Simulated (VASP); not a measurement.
# ZnO (P4_2/mnm) in VASP: notebook

The runs below take ZnO through relaxation of cell and atoms, with PBEsol.

Program: VASP 6.6.1. These are calculated values, not measurements. Logs are shortened: lines on timing, memory, paths and dates and some standing lists are left out, and cuts for length are marked.

## Step 1: The cell of the first run

The structure is tetragonal, space group P4_2/mnm (No. 136). Conventional cell: a = 5.572 Å, b = 5.572 Å, c = 3.291 Å, α = 90.00°, β = 90.00°, γ = 90.00°. Within 2.6 Å of Zn (site symmetry m2m) lie 4 O at 1.96 to 2.03 Å. Within 2.6 Å of O (site symmetry m2m) lie 4 Zn at 1.96 to 2.03 Å.

## Step 2: Relaxation of cell and atoms, PBEsol (12.77 Å³/atom)

File POSCAR:

```
ZnO
1.0
    5.5722030297      0.0000000000      0.0000000000
    0.0000000000      5.5722030297      0.0000000000
    0.0000000000      0.0000000000      3.2910460048
Zn O
4 4
Direct
    0.3180271600      0.6819728400      0.0000000000
    0.6819728400      0.3180271600      0.0000000000
    0.8180271600      0.8180271600      0.5000000000
    0.1819728400      0.1819728400      0.5000000000
    0.3172472300      0.3172472300      0.0000000000
    0.6827527700      0.6827527700      0.0000000000
    0.1827527700      0.8172472300      0.5000000000
    0.8172472300      0.1827527700      0.5000000000
```

File INCAR.step1:

```
SYSTEM = ZnO
GGA      = PS             ! functional
ISMEAR   = 0              ! smearing method
SIGMA    = 0.03           ! smearing width, eV
LWAVE    = .False.        ! write WAVECAR
LCHARG   = .False.        ! write CHGCAR
NSW      = 80             ! ionic steps
PREC     = Accurate       ! precision mode
LASPH    = .True.         ! aspherical terms in the spheres
LREAL    = .False.        ! projectors in reciprocal space
ALGO     = Normal         ! electronic algorithm
EDIFF    = 1E-6           ! SCF threshold, eV
NELM     = 120            ! most SCF steps
GGA_COMPAT= .False.      
IBRION   = 2              ! ionic algorithm
ISIF     = 3              ! what is computed and relaxed
EDIFFG   = -0.005         ! ionic threshold
NELMIN   = 4            
ENCUT    = 600            ! plane-wave cutoff, eV
EFERMI   = MIDGAP       
KPAR     = 4            
POTIM    = 0.5            ! step
```

File INCAR.step3:

```
SYSTEM = ZnO
GGA      = PS             ! functional
ISMEAR   = 0              ! smearing method
SIGMA    = 0.03           ! smearing width, eV
LWAVE    = .False.        ! write WAVECAR
LCHARG   = .False.        ! write CHGCAR
PREC     = Accurate       ! precision mode
LASPH    = .True.         ! aspherical terms in the spheres
LREAL    = .False.        ! projectors in reciprocal space
ALGO     = Normal         ! electronic algorithm
EDIFF    = 1E-6           ! SCF threshold, eV
NELM     = 120            ! most SCF steps
GGA_COMPAT= .False.      
ISIF     = 2              ! what is computed and relaxed
ENCUT    = 600            ! plane-wave cutoff, eV
EFERMI   = MIDGAP       
KPAR     = 4
```

File KPOINTS:

```
Automatic mesh
0
Gamma
  3 3 6
  0 0 0
```

Potentials or basis: VASP PAW PBE potentials, release 64 (Zn, O).

Command:

```
$ cat potpaw_PBE.64/Zn/POTCAR potpaw_PBE.64/O/POTCAR > POTCAR
$ cp INCAR.step1 INCAR
$ cp POSCAR.step1 POSCAR
$ mpirun -np 8 vasp_std > vasp.out
$ cp CONTCAR POSCAR
$ mpirun -np 8 vasp_std > vasp.out
$ cp CONTCAR POSCAR
$ cp INCAR.step3 INCAR
$ mpirun -np 8 vasp_std > vasp.out
```

OUTCAR:

```text
SYSTEM = ZnO
   GGA = PS
   ISMEAR = 0
   PREC = Accurate
   LASPH = .True.
   LREAL = .False.
   EDIFF = 1E-6
   NELM = 120
   ISIF = 2
   ENCUT = 600
   EFERMI = MIDGAP

 Found     12 irreducible k-points:

 Following reciprocal coordinates:
            Coordinates               Weight
  0.000000  0.000000  0.000000      1.000000
  0.333333  0.000000  0.000000      4.000000
  0.333333  0.333333  0.000000      4.000000
  0.000000  0.000000  0.166667      2.000000
  0.333333  0.000000  0.166667      8.000000
  0.333333  0.333333  0.166667      8.000000
   k-points           NKPTS =     12   k-points in BZ     NKDIM =     12   number of bands    NBANDS=     44
   number of dos      NEDOS =    301   number of ions     NIONS =      8
   total plane-waves  NPLWV =  64512
   dimension x,y,z NGX =    48 NGY =   48 NGZ =   28
   dimension x,y,z NGXF=    96 NGYF=   96 NGZF=   56
   ions per type =               4   4
   NGX,Y,Z   is equivalent  to a cutoff of  14.44, 14.44, 14.33 a.u.
   NGXF,Y,Z  is equivalent  to a cutoff of  28.89, 28.89, 28.66 a.u.
 SYSTEM =  ZnO
   PREC   = accura    normal or accurate (medium, high low for compatibility)
   ISTART =      0    job   : 0-new  1-cont  2-samecut
   ICHARG =      2    charge: 1-file 2-atom 10-const
   ISPIN  =      1    spin polarized calculation?
   LNONCOLLINEAR =      F non collinear calculations
   LSORBIT =      F    spin-orbit coupling
   LASPH  =      T    aspherical Exc in radial PAW
   ENCUT  =  600.0 eV  44.10 Ry    6.64 a.u.  11.03 11.03  6.49*2*pi/ulx,y,z
   NELM   =    120;   NELMIN=  2; NELMDL=  0     # of ELM steps
   EDIFF  = 0.1E-05   stopping-criterion for ELM
   LREAL  =      F    real-space projection
   EDIFFG = 0.1E-04   stopping-criterion for IOM
   NSW    =      0    number of steps for IOM
   IBRION =     -1    ionic relax: 0-MD 1-quasi-New 2-CG
   NFREE  =      0    steps in history (QN), initial steepest desc. (CG)
   ISIF   =      2    stress and relaxation
   ISYM   =      2    0-nonsym 1-usesym 2-fastsym
   POTIM  = 0.5000    time-step for ionic-motion
   TEBEG  =    0.0;   TEEND  =   0.0 temperature during run

   SCALEE = 1.0000    scale energy and forces
   PSTRESS=    0.0 pullay stress
   NELECT =      72.0000    total number of electrons
   NUPDOWN=      -1.0000    fix difference up-down
   EMIN   =  10.00;   EMAX   =-10.00  energy-range for DOS
   EFERMI =   0.00;   METHOD = MIDGAP
   ISMEAR =     0;   SIGMA  =   0.03  broadening in eV -4-tet -1-fermi 0-gaus
   EFERMI_NEDOS =   21; number of points for ismear=-14 and -15
   IALGO  =     38    algorithm
   IMIX   =      4    mixing-type and parameters
     AMIX     =   0.40;   BMIX     =  1.00
     AMIX_MAG =   1.60;   BMIX_MAG =  1.00
  volume/ion in A,a.u.               =      12.39        83.63
  Fermi-wavevector in a.u.,A,eV,Ry     =   1.471505  2.780742 29.461076  2.165328
  Thomas-Fermi vector in A             =   2.586633
   LORBIT       =      0    0 simple, 1 ext, 2 COOP (PROOUT), +10 PAW based schemes
   GGA     = PS    functional components
   LHFCALC =     F    Hartree Fock is set to
   AEXX    =    0.0000 exact exchange contribution
   IVDW    =     0    specifies the selected vdW correction
   LEPSILON=     F    determine dielectric tensor
   LRPA    =     F    only Hartree local field effects (RPA)

   CSHIFT  =0.1000    complex shift for real part using Kramers Kronig

   OMEGAMAX=  -1.0    maximum frequency
 non-spin polarized calculation
 Gauss-broadening in eV      SIGMA  =   0.03
  energy-cutoff  :      600.00
  volume of cell :       99.15
 maximum number of plane-waves:      3330
 NGX is ok and might be reduce to    48
   NGX = 23   NGY = 23   NGZ = 13

 number of electron      72.0000020 magnetization

 Free energy of the ion-electron system (eV)
  ---------------------------------------------------
  ext. energy  EPLUGINS =         0.00000000
  ---------------------------------------------------
  free energy    TOTEN  =       -38.57480258 eV

  energy without entropy =      -38.57480258  energy(sigma->0) =      -38.57480258

 E-fermi :   1.2072     XC(G=0): -10.8953

 val. band max:        0.8638709868   @ k =   0.0000   0.0000   0.0000
 cond. band min:       1.5505828993   @ k =   0.0000   0.0000   0.0000
 fundamental gap:      0.6867119125
 Fermi energy:         1.2072269430

 k-point     1 :       0.0000    0.0000    0.0000
  band No.  band energies     occupation
      1     -17.2262      2.00000
      2     -16.4911      2.00000
      3     -16.4911      2.00000
      4     -16.4035      2.00000
      5      -5.5669      2.00000
      6      -5.2909      2.00000
[... 36 lines left out ...]
     43       9.4606      0.00000
     44      11.0487      0.00000

 k-point     2 :       0.3333    0.0000    0.0000
  band No.  band energies     occupation
      1     -17.0774      2.00000
      2     -16.7401      2.00000
      3     -16.4376      2.00000
      4     -16.3635      2.00000
      5      -5.5278      2.00000
      6      -5.3849      2.00000
[... 36 lines left out ...]
     43       9.4900      0.00000
     44      11.2585      0.00000

 k-point     3 :       0.3333    0.3333    0.0000
  band No.  band energies     occupation
      1     -16.9542      2.00000
      2     -16.7407      2.00000
      3     -16.5145      2.00000
      4     -16.4177      2.00000
      5      -5.5561      2.00000
      6      -5.4849      2.00000
[... 36 lines left out ...]
     43       9.9668      0.00000
     44      11.1508      0.00000

 k-point     4 :       0.0000    0.0000    0.1667
  band No.  band energies     occupation
      1     -17.1159      2.00000
      2     -16.4363      2.00000
      3     -16.4363      2.00000
      4     -16.3992      2.00000
      5      -5.3093      2.00000
      6      -5.2966      2.00000
[... 36 lines left out ...]
     43       9.2216      0.00000
     44      10.9774      0.00000

 k-point     5 :       0.3333    0.0000    0.1667
  band No.  band energies     occupation
      1     -16.9807      2.00000
      2     -16.6760      2.00000
      3     -16.3934      2.00000
      4     -16.3395      2.00000
      5      -5.3588      2.00000
      6      -5.3313      2.00000
[... 36 lines left out ...]
     43       9.4543      0.00000
     44      10.5353      0.00000

 k-point     6 :       0.3333    0.3333    0.1667
  band No.  band energies     occupation
      1     -16.8706      2.00000
      2     -16.6832      2.00000
      3     -16.4578      2.00000
      4     -16.3809      2.00000
      5      -5.4637      2.00000
      6      -5.4342      2.00000
[... 36 lines left out ...]
     43       9.8476      0.00000
     44      10.9641      0.00000

 [... further k-points ...]
[... 5 lines left out ...]
  --------------------------------------------------------------------------------------
  -------------------------------------------------------------------------------------
  Total       -0.0370164     -0.0370164     -0.0332061     -0.0000000      0.0000000      0.0000000
  in kB       -0.5981823     -0.5981823     -0.5366083     -0.0000000      0.0000000      0.0000000
  external PRESSURE =      -0.5776576 kB  Pullay stress =       0.0000000 kB

 VOLUME and BASIS-vectors are now :
 -----------------------------------------------------------------------------
  energy-cutoff  :      600.00
  volume of cell :       99.15
      direct lattice vectors                 reciprocal lattice vectors
     5.524325042  0.000000000  0.000000000     0.181017589  0.000000000  0.000000000
     0.000000000  5.524325042  0.000000000     0.000000000  0.181017589  0.000000000
     0.000000000  0.000000000  3.248725380     0.000000000  0.000000000  0.307813029

 POSITION                                       TOTAL-FORCE (eV/Angst)
 -----------------------------------------------------------------------------------
      1.75619      3.76814      0.00000         0.003055     -0.003055      0.000000
      3.76814      1.75619      0.00000        -0.003055      0.003055      0.000000
      4.51835      4.51835      1.62436         0.003055      0.003055      0.000000
      1.00598      1.00598      1.62436        -0.003055     -0.003055     -0.000000
      1.75701      1.75701      0.00000         0.001798      0.001798     -0.000000
      3.76732      3.76732      0.00000        -0.001798     -0.001798      0.000000
      1.00515      4.51917      1.62436        -0.001798      0.001798     -0.000000
      4.51917      1.00515      1.62436         0.001798     -0.001798      0.000000
 -----------------------------------------------------------------------------------
    total drift:                               -0.000000     -0.000000     -0.000000

  FREE ENERGIE OF THE ION-ELECTRON SYSTEM (eV)
  ---------------------------------------------------
  free  energy   TOTEN  =       -38.5748025824 eV

  energy  without entropy=      -38.5748025824  energy(sigma->0) =      -38.57480258
```

Wall time 2.3 min (8 MPI ranks of Intel Xeon Platinum 8488C (Sapphire Rapids), shared host); peak memory 0.22 GiB.

What came out:

```
Free energy                           : -38.5748 eV
Relaxed volume                        : 12.39 Å³/atom
Relaxed cell                          : a = 5.524 Å, b = 5.524 Å, c = 3.249 Å, α = 90.00°, β = 90.00°, γ = 90.00°
Space group after relaxing (to 0.1 Å) : P4_2/mnm (No. 136)
Energy gained by relaxing             : 4.4 meV/atom
Ionic steps                           : 12
Pressure after relaxing               : -0.1 GPa
Largest force after relaxing          : 0.004 eV/Å
Band gap on the k mesh                : 0.69 eV
```

Forces in eV/Å, atoms in the order of the input:
```
Zn   0.003 -0.003  0.000
Zn  -0.003  0.003  0.000
Zn   0.003  0.003  0.000
Zn  -0.003 -0.003  0.000
O    0.002  0.002  0.000
O   -0.002 -0.002  0.000
O   -0.002  0.002  0.000
O    0.002 -0.002  0.000
```

The path:
```csv
step,energy change (eV),largest force (eV/Å),pressure (GPa),volume (Å³)
1,0.0000,0.0421,-4.07,102.19
2,-0.0291,0.0218,2.37,97.46
3,-0.0409,0.0289,-0.02,99.08
4,-0.0409,0.0284,0.03,99.02
5,-0.0410,0.0110,0.08,99.02
6,-0.0410,0.0135,0.07,99.02
7,-0.0411,0.0100,0.04,99.08
8,-0.0411,0.0022,-0.15,99.23
9,-0.0411,0.0051,-0.14,99.17
10,-0.0411,0.0014,-0.08,99.16
11,-0.0411,0.0041,-0.06,99.15
12,-0.0352,0.0043,-0.06,99.15
```

Final structure:
```
Zn O
1.0
     5.52433    0.00000    0.00000
     0.00000    5.52433    0.00000
     0.00000    0.00000    3.24873
Zn O
4 4
Direct
  0.31790 0.68210 0.00000
  0.68210 0.31790 0.00000
  0.81790 0.81790 0.50000
  0.18210 0.18210 0.50000
  0.31805 0.31805 0.00000
  0.68195 0.68195 0.00000
  0.18195 0.81805 0.50000
  0.81805 0.18195 0.50000
```

Caveat: the PAW data sets were made with another functional, which shifts forces and pressure a little.

## Step 3: Relaxation of cell and atoms, PBEsol (12.77 Å³/atom)

POSCAR is that of step 2.

INCAR.step1, as its differences from that of step 2:

```diff
@@ -11,3 +11,3 @@
 ALGO     = Normal         ! electronic algorithm
-EDIFF    = 1E-6           ! SCF threshold, eV
+EDIFF    = 1E-7           ! SCF threshold, eV
 NELM     = 120            ! most SCF steps
@@ -16,7 +16,7 @@
 ISIF     = 3              ! what is computed and relaxed
-EDIFFG   = -0.005         ! ionic threshold
+EDIFFG   = -0.002         ! ionic threshold
 NELMIN   = 4            
-ENCUT    = 600            ! plane-wave cutoff, eV
+ENCUT    = 840            ! plane-wave cutoff, eV
 EFERMI   = MIDGAP       
-KPAR     = 4            
+KPAR     = 8            
 POTIM    = 0.5            ! step
```

File INCAR.step4:

```
SYSTEM = ZnO
GGA      = PS             ! functional
ISMEAR   = 0              ! smearing method
SIGMA    = 0.03           ! smearing width, eV
LWAVE    = .False.        ! write WAVECAR
LCHARG   = .False.        ! write CHGCAR
PREC     = Accurate       ! precision mode
LASPH    = .True.         ! aspherical terms in the spheres
LREAL    = .False.        ! projectors in reciprocal space
ALGO     = Normal         ! electronic algorithm
EDIFF    = 1E-7           ! SCF threshold, eV
NELM     = 120            ! most SCF steps
GGA_COMPAT= .False.      
ISIF     = 2              ! what is computed and relaxed
ENCUT    = 840            ! plane-wave cutoff, eV
EFERMI   = MIDGAP       
KPAR     = 8
```

File KPOINTS:

```
Automatic mesh
0
Gamma
  5 5 8
  0 0 0
```

Potentials or basis: VASP PAW PBE potentials, release 64 (Zn, O).

Command:

```
$ cat potpaw_PBE.64/Zn/POTCAR potpaw_PBE.64/O/POTCAR > POTCAR
$ cp INCAR.step1 INCAR
$ cp POSCAR.step1 POSCAR
$ mpirun -np 8 vasp_std > vasp.out
$ cp CONTCAR POSCAR
$ mpirun -np 8 vasp_std > vasp.out
$ cp CONTCAR POSCAR
$ mpirun -np 8 vasp_std > vasp.out
$ cp CONTCAR POSCAR
$ cp INCAR.step4 INCAR
$ mpirun -np 8 vasp_std > vasp.out
```

OUTCAR:

```text
SYSTEM = ZnO
   GGA = PS
   ISMEAR = 0
   PREC = Accurate
   LASPH = .True.
   LREAL = .False.
   EDIFF = 1E-7
   NELM = 120
   ISIF = 2
   ENCUT = 840
   EFERMI = MIDGAP

 ion  position               nearest neighbor table
   1  0.318  0.682  0.000-   7 1.94   7 1.94   5 2.01   6 2.01   2 2.85
   2  0.682  0.318  0.000-   8 1.94   8 1.94   5 2.01   6 2.01   1 2.85
   3  0.818  0.818  0.500-   6 1.94   6 1.94   8 2.01   7 2.01   4 2.85
   4  0.182  0.182  0.500-   5 1.94   5 1.94   8 2.01   7 2.01   3 2.85
   5  0.318  0.318  0.000-   4 1.94   4 1.94   1 2.01   2 2.01
   6  0.682  0.682  0.000-   3 1.94   3 1.94   1 2.01   2 2.01
[... 1327 lines left out ...]
  Total       -0.0082178     -0.0082178     -0.0109787      0.0000000      0.0000000      0.0000000
  in kB       -0.1325933     -0.1325933     -0.1771392      0.0000000      0.0000000      0.0000000
  external PRESSURE =      -0.1474419 kB  Pullay stress =       0.0000000 kB

 VOLUME and BASIS-vectors are now :
 -----------------------------------------------------------------------------
  energy-cutoff  :      840.00
  volume of cell :       99.30
      direct lattice vectors                 reciprocal lattice vectors
     5.529076278  0.000000000  0.000000000     0.180862037  0.000000000  0.000000000
     0.000000000  5.529076278  0.000000000     0.000000000  0.180862037  0.000000000
     0.000000000  0.000000000  3.248184602     0.000000000  0.000000000  0.307864276

 POSITION                                       TOTAL-FORCE (eV/Angst)
 -----------------------------------------------------------------------------------
      1.75823      3.77085      0.00000         0.001024     -0.001024     -0.000000
      3.77085      1.75823      0.00000        -0.001024      0.001024     -0.000000
      4.52276      4.52276      1.62409         0.001024      0.001024     -0.000000
      1.00631      1.00631      1.62409        -0.001024     -0.001024      0.000000
      1.75899      1.75899      0.00000         0.000305      0.000305     -0.000000
      3.77009      3.77009      0.00000        -0.000305     -0.000305      0.000000
      1.00555      4.52352      1.62409        -0.000305      0.000305     -0.000000
      4.52352      1.00555      1.62409         0.000305     -0.000305      0.000000
 -----------------------------------------------------------------------------------
    total drift:                                0.000000      0.000000     -0.000000

  FREE ENERGIE OF THE ION-ELECTRON SYSTEM (eV)
  ---------------------------------------------------
  free  energy   TOTEN  =       -38.5920014237 eV

  energy  without entropy=      -38.5920014237  energy(sigma->0) =      -38.59200142
```

OUTCAR.step2:

```text
SYSTEM = ZnO
   GGA = PS
   ISMEAR = 0
   NSW = 80
   PREC = Accurate
   LASPH = .True.
   LREAL = .False.
[... 1366 lines left out ...]
      1.00555      4.52352      1.62409        -0.000305      0.000305     -0.000000
      4.52352      1.00555      1.62409         0.000305     -0.000305      0.000000
 -----------------------------------------------------------------------------------
    total drift:                                0.000000      0.000000     -0.000000

  FREE ENERGIE OF THE ION-ELECTRON SYSTEM (eV)
  ---------------------------------------------------
  free  energy   TOTEN  =       -38.5920014237 eV

  energy  without entropy=      -38.5920014237  energy(sigma->0) =      -38.59200142

 reached required accuracy - stopping structural energy minimisation
```

Run time: 6.9 min. Hardware: 8 MPI ranks of Intel Xeon Platinum 8488C (Sapphire Rapids), shared host; peak memory 0.48 GiB.

What came out:

| Property | Result |
| --- | --- |
| Free energy | -38.5920 eV |
| Relaxed volume | 12.41 Å³/atom |
| Relaxed cell | a = 5.529 Å, b = 5.529 Å, c = 3.248 Å, α = 90.00°, β = 90.00°, γ = 90.00° |
| Space group after relaxing (to 0.1 Å) | P4_2/mnm (No. 136) |
| Energy gained by relaxing | 4.5 meV/atom |
| Ionic steps | 12 |
| Pressure after relaxing | 0.0 GPa |
| Band gap on the k mesh | 0.69 eV |

Step by step:
```
step  energy change (eV)  largest force (eV/Å)  pressure (GPa)  volume (Å³)
   1              0.0000                0.0418           -3.82       102.19
   2             -0.0263                0.0236            2.18        97.75
   3             -0.0366                0.0298            0.00        99.25
   4             -0.0366                0.0293            0.09        99.19
   5             -0.0367                0.0107           -0.01        99.28
   6             -0.0367                0.0129           -0.07        99.31
   7             -0.0368                0.0113           -0.09        99.33
   8             -0.0369                0.0088           -0.09        99.36
   9             -0.0369                0.0063            0.05        99.26
  10             -0.0369                0.0015            0.00        99.30
  11             -0.0359                0.0014           -0.01        99.30
  12             -0.0359                0.0014           -0.01        99.30
```

Final structure:
```
CELL_PARAMETERS angstrom
5.52908 0.00000 0.00000
0.00000 5.52908 0.00000
0.00000 0.00000 3.24818
ATOMIC_POSITIONS crystal
Zn 0.31800 0.68200 0.00000
Zn 0.68200 0.31800 0.00000
Zn 0.81800 0.81800 0.50000
Zn 0.18200 0.18200 0.50000
O 0.31813 0.31813 0.00000
O 0.68187 0.68187 0.00000
O 0.18187 0.81813 0.50000
O 0.81813 0.18187 0.50000
```

Caveat: the PAW data sets were made with another functional, which shifts forces and pressure a little.
